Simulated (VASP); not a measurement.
CdS (zincblende type):

```
CELL_PARAMETERS angstrom
0.00000 2.91313 2.91313
2.91313 0.00000 2.91313
2.91313 2.91313 0.00000
ATOMIC_POSITIONS crystal
Cd 0.00000 0.00000 0.00000
S 0.25000 0.25000 0.25000
```

* Program: VASP 6.6.1
* Task: relaxation of cell and atoms
* Functional: LDA
* Potentials or basis: VASP PAW LDA potentials, release 64 (Cd, S)
* Cutoff: 600 eV
* k mesh: 11 × 11 × 11
* Occupations: fermi-dirac, width 0.08 eV
* Spin: no spin polarisation

At the start: pressure -1.8 GPa; volume 24.72 Å³/atom.

Q: How do energy, volume and symmetry change on relaxing?

A: Over 3 steps the energy falls by 4.1 meV/atom and the volume is 24.02 Å³/atom (-2.8 %); space group F-43m (No. 216, to 0.1 Å) before and after.

The path:
```
step  energy change (eV)  largest force (eV/Å)  pressure (GPa)  volume (Å³)
   1              0.0000                0.0000           -1.82        49.44
   2             -0.0066                0.0000            0.87        47.46
   3             -0.0081                0.0000            0.00        48.05
```

Final structure:
```xyz
2
Lattice="0.0000 2.8855 2.8855 2.8855 0.0000 2.8855 2.8855 2.8855 0.0000" Properties=species:S:1:pos:R:3 pbc="T T T"
Cd    0.0000    0.0000    0.0000
S     1.4427    1.4427    1.4427
```
